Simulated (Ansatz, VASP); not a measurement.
## HCl: VASP beside Ansatz

INCAR

```
  PREC = Accurate
  ENCUT = 520
  EDIFF = 1E-7
  ISMEAR = 0
  SIGMA = 0.05
  LREAL = F
  LASPH = T
  NELM = 60
  ALGO = Normal
  ISIF = 2
  LWAVE = F
  LCHARG = F
  LDIPOL = T
  IDIPOL = 3
  DIPOL = 0.5 0.5 0.674
  GGA = PE
  IVDW = 12
  NBANDS = 11
```

File KPOINTS:

```
regular mesh
0
Gamma
  3 3 1
```

File POSCAR:

```
HCl
1.0
    5.9085268479      0.0000000000      0.0000000000
    0.0000000000      6.5169368653      0.0000000000
    0.0000000000      0.0000000000     25.2883098196
Cl H
1 1
Direct
    0.2131859553      0.3305369755      0.6536848426
    0.3320728037      0.2805634343      0.6945182287
```

Input for Ansatz:

```yaml
crystal:
  lattice:
    - [5.9085268479, 0.0, 0.0]
    - [0.0, 6.5169368653, 0.0]
    - [0.0, 0.0, 25.2883098196]
  atoms:
    - { symbol: Cl, position: [0.2131859553, 0.3305369755, 0.6536848426] }
    - { symbol: H, position: [0.3320728037, 0.2805634343, 0.6945182287] }
basis:
  ecutwfc: 420
kpoints:
  mp_grid: { grid: [3, 3, 1] }
hamiltonian:
  xc: pbe
  dispersion: d3bj
scf:
  occupations: { method: gaussian, width: 0.05 }
output:
  forces: true
  eigenvalues: true
  write_density: true
  volumetric_format: npy
efield:
  axis: 3
  dipole_correction: true
  ramp_width: 0.04
```

Alike in both runs: task single point; functional PBE; dispersion D3(BJ); k mesh 3 × 3 × 1; occupations gaussian, width 0.05 eV; no spin polarisation.

|  | VASP | Ansatz |
| --- | --- | --- |
| version | VASP 6.6.1 | Ansatz 0.2.0 |
| potentials or method | VASP PAW PBE potentials, release 64 (Cl, H), cutoff 520 eV | scalar-relativistic, plane waves, PAW |
| valence electrons in the cell | 8 | 8 |

```csv
,VASP,Ansatz,Ansatz less VASP
gap on the k mesh at the Fermi level (eV),6.43,6.40,-0.027
rms of the force components (eV/Å),0.108,0.039,-0.0692
```

Atom by atom the forces differ by 0.071 eV/Å (rms over components).
